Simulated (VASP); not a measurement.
# Nb (I4/mmm) in VASP: notebook

The runs below take Nb through single point, with PBEsol.

Everything below comes from runs of VASP 6.6.1. Logs are shortened: lines on timing, memory, paths and dates and some standing lists are left out, and cuts for length are marked.

## (1) The cell of the first run

Symmetry: I4/mmm, No. 139, tetragonal system. The conventional cell has a = 2.871 Å, b = 2.871 Å, c = 4.399 Å, α = 90.00°, β = 90.00°, γ = 90.00°. Within 3.8 Å of Nb (site symmetry 4/mmm) lie 12 Nb at 2.87 to 2.99 Å.

## (2) Single point, PBEsol (strain -0.040 along x and y, +0.040 along z)

File INCAR:

```
ALGO     = Fast           # electronic algorithm
EDIFF    = 1E-7           # SCF threshold, eV
ENCUT    = 520            # plane-wave cutoff, eV
GGA      = PS             # functional
ISIF     = 2              # what is computed and relaxed
ISMEAR   = 0              # smearing method
LASPH    = True           # aspherical terms in the spheres
LCHARG   = False          # write CHGCAR
LREAL    = False          # projectors in reciprocal space
LWAVE    = False          # write WAVECAR
NBANDS   = 12             # bands
NELM     = 80             # most SCF steps
PREC     = Accurate       # precision mode
SIGMA    = 0.15           # smearing width, eV
```

File KPOINTS:

```
k-points
0
Gamma
  20 20 20
```

File POSCAR:

```
Nb
1.0
    0.0000000000      2.0304000000      2.1996000000
    2.0304000000      0.0000000000      2.1996000000
    2.0304000000      2.0304000000      0.0000000000
Nb
1
Direct
    0.0000000000      0.0000000000      0.0000000000
```

Potentials or basis: VASP PAW PBE potentials, release 64 (Nb_sv).

Launch:

```bash
cat potpaw_PBE.64/Nb_sv/POTCAR > POTCAR
mpirun -np 1 vasp_std > vasp.out
```

OUTCAR:

```text
EDIFF = 1E-7
   ENCUT = 520
   GGA = PS
   ISIF = 2
   ISMEAR = 0
   LASPH = True
   LREAL = False
   NELM = 80
   PREC = Accurate

 ion  position               nearest neighbor table
   1  0.000  0.000  0.000-

  LATTYP: Found a body centered tetragonal cell.
 ALAT       =     2.8714192170
 C/A-ratio  =     1.5320646926

  Lattice vectors:

 A1 = (  -2.0304000000,   0.0000000000,   2.1996000000)
 A2 = (   2.0304000000,   0.0000000000,   2.1996000000)
 A3 = (   0.0000000000,   2.0304000000,  -2.1996000000)

Analysis of symmetry for initial positions (statically):
=====================================================================
 Subroutine PRICEL returns:
 Original cell was already a primitive cell.

 Routine SETGRP: Setting up the symmetry group for a
 body centered tetragonal supercell.

 Subroutine GETGRP returns: Found 16 space group operations
 (whereof 16 operations were pure point group operations)
 out of a pool of 16 trial point group operations.

The static configuration has the point symmetry D_4h.

Analysis of symmetry for dynamics (positions and initial velocities):
=====================================================================
 Subroutine PRICEL returns:
 Original cell was already a primitive cell.

 Routine SETGRP: Setting up the symmetry group for a
 body centered tetragonal supercell.

 Subroutine GETGRP returns: Found 16 space group operations
 (whereof 16 operations were pure point group operations)
 out of a pool of 16 trial point group operations.

The dynamic configuration has the point symmetry D_4h.

 Subroutine INISYM returns: Found 16 space group operations
 (whereof 16 operations are pure point group operations),
 and found     1 'primitive' translations

----------------------------------------------------------------------------------------

                                     Primitive cell

  volume of cell :      18.1358

  direct lattice vectors                    reciprocal lattice vectors
     0.000000000  2.030400000  2.199600000    -0.246256895  0.246256895  0.227314057
     2.030400000  0.000000000  2.199600000     0.246256895 -0.246256895  0.227314057
     2.030400000  2.030400000  0.000000000     0.246256895  0.246256895 -0.227314057

  length of vectors
     2.993453577  2.993453577  2.871419217     0.415880509  0.415880509  0.415880509

  position of ions in fractional coordinates (direct lattice)
[... 78 lines left out ...]
   LREAL  =      F    real-space projection
   EDIFFG = 0.1E-05   stopping-criterion for IOM
   NSW    =      0    number of steps for IOM
   IBRION =     -1    ionic relax: 0-MD 1-quasi-New 2-CG
   NFREE  =      0    steps in history (QN), initial steepest desc. (CG)
   ISIF   =      2    stress and relaxation
   ISYM   =      2    0-nonsym 1-usesym 2-fastsym
   POTIM  = 0.5000    time-step for ionic-motion
   TEBEG  =    0.0;   TEEND  =   0.0 temperature during run
   PSTRESS=    0.0 pullay stress
   NELECT =      13.0000    total number of electrons
   NUPDOWN=      -1.0000    fix difference up-down
   EMIN   =  10.00;   EMAX   =-10.00  energy-range for DOS
   EFERMI =   0.00;   METHOD = LEGACY
   ISMEAR =     0;   SIGMA  =   0.15  broadening in eV -4-tet -1-fermi 0-gaus
   EFERMI_NEDOS =   21; number of points for ismear=-14 and -15
   IALGO  =     68    algorithm
   IMIX   =      4    mixing-type and parameters
     AMIX     =   0.40;   BMIX     =  1.00
     AMIX_MAG =   1.60;   BMIX_MAG =  1.00
  volume/ion in A,a.u.               =      18.14       122.39
  Fermi-wavevector in a.u.,A,eV,Ry     =   1.465133  2.768699 29.206456  2.146614
  Thomas-Fermi vector in A             =   2.581026
   LORBIT       =      0    0 simple, 1 ext, 2 COOP (PROOUT), +10 PAW based schemes
   GGA     = PS    functional components
   LHFCALC =     F    Hartree Fock is set to
   AEXX    =    0.0000 exact exchange contribution
   IVDW    =     0    specifies the selected vdW correction
   LEPSILON=     F    determine dielectric tensor
   LRPA    =     F    only Hartree local field effects (RPA)
 non-spin polarized calculation
 RMM-DIIS sequential band-by-band and
 Gauss-broadening in eV      SIGMA  =   0.15
  energy-cutoff  :      520.00
  volume of cell :       18.14
 maximum number of plane-waves:       504
   NGX = 11   NGY = 11   NGZ = 11

 number of electron      13.0000001 magnetization

 Free energy of the ion-electron system (eV)
  ---------------------------------------------------
  ext. energy  EPLUGINS =         0.00000000
  ---------------------------------------------------
  free energy    TOTEN  =       -10.67090565 eV

  energy without entropy =      -10.65483165  energy(sigma->0) =      -10.66286865

 E-fermi :  11.2725     XC(G=0): -12.5937

 val. band max:       11.2722817106   @ k =  -0.3500   0.0000   0.1500
 cond. band min:      11.2768947963   @ k =   0.4000   0.0000   0.2000
 fundamental gap:      0.0046130857
 Fermi energy:        11.2724511060

 k-point     1 :       0.0000    0.0000    0.0000
  band No.  band energies     occupation
      1     -43.3340      2.00000
      2     -18.7020      2.00000
      3     -18.6537      2.00000
      4     -18.6537      2.00000
      5       4.9843      2.00000
      6      10.7775      2.00000
      7      11.7728      0.00000
      8      11.7728      0.00000
      9      13.3666      0.00000
     10      14.7739      0.00000
     11      23.2727      0.00000
     12      26.5823      0.00000
[... 331 lines left out ...]
 k-point    24 :      -0.3500    0.0500    0.0000
  band No.  band energies     occupation
      1     -43.1396      2.00000
      2     -19.8228      2.00000
      3     -18.9168      2.00000
      4     -18.7292      2.00000
      5       7.4509      2.00000
      6      10.8958      1.99962
      7      11.4726      0.05910
      8      11.9842      0.00000
      9      14.9900      0.00000
     10      15.9217      0.00000
     11      22.5375      0.00000
     12      25.2264      0.00000

 [... further k-points ...]
[... 5 lines left out ...]
  --------------------------------------------------------------------------------------
  -------------------------------------------------------------------------------------
  Total       -0.7253375     -0.7253375      1.0007275      0.0000000      0.0000000     -0.0000000
  in kB      -64.0787127    -64.0787127     88.4075810      0.0000000      0.0000000     -0.0000000
  external PRESSURE =     -13.2499481 kB  Pullay stress =       0.0000000 kB

 VOLUME and BASIS-vectors are now :
 -----------------------------------------------------------------------------
  energy-cutoff  :      520.00
  volume of cell :       18.14
      direct lattice vectors                 reciprocal lattice vectors
     0.000000000  2.030400000  2.199600000    -0.246256895  0.246256895  0.227314057
     2.030400000  0.000000000  2.199600000     0.246256895 -0.246256895  0.227314057
     2.030400000  2.030400000  0.000000000     0.246256895  0.246256895 -0.227314057

 POSITION                                       TOTAL-FORCE (eV/Angst)
 -----------------------------------------------------------------------------------
      0.00000      0.00000      0.00000         0.000000     -0.000000      0.000000
 -----------------------------------------------------------------------------------
    total drift:                               -0.000000     -0.000000     -0.000000

  FREE ENERGIE OF THE ION-ELECTRON SYSTEM (eV)
  ---------------------------------------------------
  free  energy   TOTEN  =       -10.6709056467 eV

  energy  without entropy=      -10.6548316505  energy(sigma->0) =      -10.66286865
```

OSZICAR:

```text
N       E                     dE             d eps       ncg     rms          rms(c)
DAV:   1     0.115720092235E+03    0.11572E+03   -0.72579E+03 15424   0.108E+03
DAV:   2    -0.640938437979E+01   -0.12213E+03   -0.11774E+03 16600   0.388E+02
[... 17 lines left out ...]
RMM:  20    -0.106709059425E+02   -0.14853E-05   -0.73769E-06 24073   0.181E-02    0.134E-02
RMM:  21    -0.106709056476E+02    0.29483E-06   -0.38308E-06 17257   0.102E-02    0.866E-03
RMM:  22    -0.106709053950E+02    0.25266E-06   -0.34649E-06 18521   0.129E-02    0.231E-03
RMM:  23    -0.106709054150E+02   -0.20045E-07   -0.19080E-06 16356   0.101E-02    0.746E-04
RMM:  24    -0.106709055542E+02   -0.13915E-06   -0.12304E-06 13985   0.668E-03    0.858E-04
RMM:  25    -0.106709056467E+02   -0.92495E-07   -0.64100E-07 13094   0.327E-03
   1 F= -.10670906E+02 E0= -.10662869E+02  d E =-.160740E-01
```

stdout:

```text
POSCAR found type information on POSCAR Nb
 POSCAR found :  1 types and       1 ions
 scaLAPACK will be used
 -----------------------------------------------------------------------------
|                                                                             |
|                                                                             |
|     You enforced a specific xc type in the INCAR file but a different       |
|     I HOPE YOU KNOW WHAT YOU ARE DOING!                                     |
|                                                                             |
 -----------------------------------------------------------------------------

 LDA part: xc-table for (Slater+PW92), standard interpolation
 POSCAR, INCAR and KPOINTS ok, starting setup
 FFT: planning ... GRIDC
 FFT: planning ... GRID_SOFT
 FFT: planning ... GRID
 WAVECAR not read
 entering main loop
WARNING in EDDRMM: call to ZHEGV failed, returncode =   6  3     11
WARNING in EDDRMM: call to ZHEGV failed, returncode =   8  4      9
WARNING in EDDRMM: call to ZHEGV failed, returncode =   6  3      7
WARNING in EDDRMM: call to ZHEGV failed, returncode =   6  3      5
WARNING in EDDRMM: call to ZHEGV failed, returncode =   8  4     10
WARNING in EDDRMM: call to ZHEGV failed, returncode =   6  3      9
WARNING in EDDRMM: call to ZHEGV failed, returncode =   6  3      9
WARNING in EDDRMM: call to ZHEGV failed, returncode =   6  3      8
WARNING in EDDRMM: call to ZHEGV failed, returncode =   6  3      7
WARNING in EDDRMM: call to ZHEGV failed, returncode =   6  3      9
WARNING in EDDRMM: call to ZHEGV failed, returncode =   6  3     11
WARNING in EDDRMM: call to ZHEGV failed, returncode =   8  4      9
WARNING in EDDRMM: call to ZHEGV failed, returncode =   6  3      9
```

Run time: 3.2 min. Hardware: 1 thread of Intel Xeon Platinum 8559C (Emerald Rapids), shared host; peak memory 0.24 GiB.

What came out:

- Free energy: -10.6709 eV
- Pressure: -1.3 GPa
- Band gap on the k mesh: zero (an odd number of electrons rules out a gap without spin polarisation)

Stress tensor (GPa, compression positive):
```
-6.41  0.00  0.00
 0.00 -6.41  0.00
 0.00  0.00  8.84
```

Caveat: the cell differs from its parent crystal (strain -0.040 along x and y, +0.040 along z); the stress differs along the axes, from -6 to 9 GPa; the PAW data sets were made with another functional, which shifts forces and pressure a little.

## (3) Single point, PBEsol (strain +0.000 along x and y, +0.040 along z)

File INCAR:

```
  PREC = Accurate
  ENCUT = 520
  EDIFF = 1E-6
  ISMEAR = 0
  SIGMA = 0.15
  LREAL = False
  LASPH = True
  NELM = 80
  ALGO = Fast
  ISIF = 2
  LWAVE = False
  LCHARG = False
  GGA = PS
  NBANDS = 12
```

File KPOINTS:

```
Automatic mesh
0
Gamma
  20 20 20
```

File POSCAR:

```
Nb
1.0
    0.0000000000      2.1150000000      2.1996000000
    2.1150000000      0.0000000000      2.1996000000
    2.1150000000      2.1150000000      0.0000000000
Nb
1
Direct
    0.0000000000      0.0000000000      0.0000000000
```

Potentials or basis: VASP PAW PBE potentials, release 64 (Nb_sv).

Launch:

```bash
cat potpaw_PBE.64/Nb_sv/POTCAR > POTCAR
mpirun -np 1 vasp_std > vasp.out
```

OUTCAR:

```text
PREC = Accurate
   ENCUT = 520
   EDIFF = 1E-6
   ISMEAR = 0
   LREAL = False
   LASPH = True
   NELM = 80
   ISIF = 2
   GGA = PS

 ion  position               nearest neighbor table
   1  0.000  0.000  0.000-

  LATTYP: Found a body centered tetragonal cell.
 ALAT       =     2.9910616844
 C/A-ratio  =     1.4707821049

  Lattice vectors:

 A1 = (  -2.1150000000,   0.0000000000,   2.1996000000)
 A2 = (   2.1150000000,   0.0000000000,   2.1996000000)
 A3 = (   0.0000000000,   2.1150000000,  -2.1996000000)

Analysis of symmetry for initial positions (statically):
=====================================================================
 Subroutine PRICEL returns:
 Original cell was already a primitive cell.

 Routine SETGRP: Setting up the symmetry group for a
 body centered tetragonal supercell.

 Subroutine GETGRP returns: Found 16 space group operations
 (whereof 16 operations were pure point group operations)
 out of a pool of 16 trial point group operations.

The static configuration has the point symmetry D_4h.

Analysis of symmetry for dynamics (positions and initial velocities):
=====================================================================
[... 162 lines left out ...]
 Fermi energy:        10.1798813068

 k-point     1 :       0.0000    0.0000    0.0000
  band No.  band energies     occupation
      1     -44.5626      2.00000
      2     -20.0560      2.00000
      3     -20.0466      2.00000
      4     -20.0466      2.00000
      5       4.0606      2.00000
      6      10.0350      1.82804
      7      10.4773      0.00504
      8      10.4773      0.00504
      9      12.4364      0.00000
     10      13.0293      0.00000
     11      21.9843      0.00000
     12      25.8016      0.00000
[... 331 lines left out ...]
 k-point    24 :      -0.3500    0.0500    0.0000
  band No.  band energies     occupation
      1     -44.4261      2.00000
      2     -20.9207      2.00000
      3     -20.2134      2.00000
      4     -20.1296      2.00000
      5       6.5543      2.00000
      6      10.0795      1.65607
      7      10.1925      0.90522
      8      10.6212      0.00003
      9      13.5503      0.00000
     10      14.3070      0.00000
     11      20.9126      0.00000
     12      23.3073      0.00000

 [... further k-points ...]
[... 5 lines left out ...]
  --------------------------------------------------------------------------------------
  -------------------------------------------------------------------------------------
  Total       -1.8993266     -1.8993266     -0.9287518      0.0000000     -0.0000000      0.0000000
  in kB     -154.6378433   -154.6378433    -75.6163635      0.0000000     -0.0000000      0.0000000
  external PRESSURE =    -128.2973500 kB  Pullay stress =       0.0000000 kB

 VOLUME and BASIS-vectors are now :
 -----------------------------------------------------------------------------
  energy-cutoff  :      520.00
  volume of cell :       19.68
      direct lattice vectors                 reciprocal lattice vectors
     0.000000000  2.115000000  2.199600000    -0.236406619  0.236406619  0.227314057
     2.115000000  0.000000000  2.199600000     0.236406619 -0.236406619  0.227314057
     2.115000000  2.115000000  0.000000000     0.236406619  0.236406619 -0.227314057

 POSITION                                       TOTAL-FORCE (eV/Angst)
 -----------------------------------------------------------------------------------
      0.00000      0.00000      0.00000         0.000000      0.000000     -0.000000
 -----------------------------------------------------------------------------------
    total drift:                               -0.000000     -0.000000     -0.000000

  FREE ENERGIE OF THE ION-ELECTRON SYSTEM (eV)
  ---------------------------------------------------
  free  energy   TOTEN  =       -10.5627430584 eV

  energy  without entropy=      -10.5455188981  energy(sigma->0) =      -10.55413098
```

It took 2.3 min on 1 thread of Intel Xeon Platinum 8559C (Emerald Rapids), shared host; peak memory 0.26 GiB.

What came out:

```
Free energy            : -10.5627 eV
Pressure               : -12.8 GPa
Band gap on the k mesh : zero (an odd number of electrons rules out a gap without spin polarisation)
```

Stress tensor (GPa, compression positive):
```
-15.46   0.00   0.00
  0.00 -15.46   0.00
  0.00   0.00  -7.56
```

Levels at points of the mesh, in eV from the Fermi level:
| k point | band 3 | band 4 | band 5 | band 6 | band 7 | band 8 | band 9 | band 10 |
| --- | --- | --- | --- | --- | --- | --- | --- | --- |
| (0.00, 0.00, 0.00) | -30.23 | -30.23 | -6.12 | -0.14 | 0.30 | 0.30 | 2.26 | 2.85 |
| (0.50, 0.00, 0.00) | -30.39 | -30.33 | -3.66 | -0.26 | 0.20 | 1.22 | 4.29 | 4.53 |
| (0.50, 0.50, 0.00) | -30.55 | -30.55 | -3.80 | -3.04 | 2.88 | 4.42 | 4.93 | 4.93 |
| (0.50, 0.00, 0.50) | -30.66 | -30.58 | -3.81 | -3.10 | 3.55 | 4.35 | 4.72 | 5.17 |

Caveat: the cell differs from its parent crystal (strain +0.000 along x and y, +0.040 along z); the stress differs along the axes, from -15 to -8 GPa; the PAW data sets were made with another functional, which shifts forces and pressure a little.
